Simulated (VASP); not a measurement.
Here is a VASP 6.6.1 calculation.

File INCAR:

```
  ALGO = Normal
  EDIFF = 1E-7
  ENCUT = 520
  GGA = PE
  ISIF = 2
  ISMEAR = 0
  LASPH = T
  LCHARG = T
  LELF = T
  LREAL = F
  LVHAR = T
  LWAVE = F
  NBANDS = 24
  NELM = 100
  PREC = Accurate
  SIGMA = 0.1
```

Contents of KPOINTS:

```
k-points
0
Gamma
  4 4 4
```

Contents of POSCAR:

```
CaScSi3
1.0
    4.2952553700      0.0000000000      0.0000000000
    0.0000000000      4.2952553700      0.0000000000
    0.0000000000      0.0000000000      4.2952553700
Ca Sc Si
1 1 3
Direct
    0.0000000000      0.0000000000      0.0000000000
    0.5000000000      0.5000000000      0.5000000000
    0.0000000000      0.5000000000      0.5000000000
    0.5000000000      0.0000000000      0.5000000000
    0.5000000000      0.5000000000      0.0000000000
```

Potentials or basis: VASP PAW PBE potentials, release 64 (Ca_sv, Sc_sv, Si).

The run is started by

```bash
$ cat potpaw_PBE.64/Ca_sv/POTCAR potpaw_PBE.64/Sc_sv/POTCAR potpaw_PBE.64/Si/POTCAR > POTCAR
$ mpirun -np 1 vasp_std > vasp.out
```

(1) What does it give for the pressure?

Results:

(1) 42.7 GPa.

Caveat: the k points lie up to 0.37 Å⁻¹ apart.
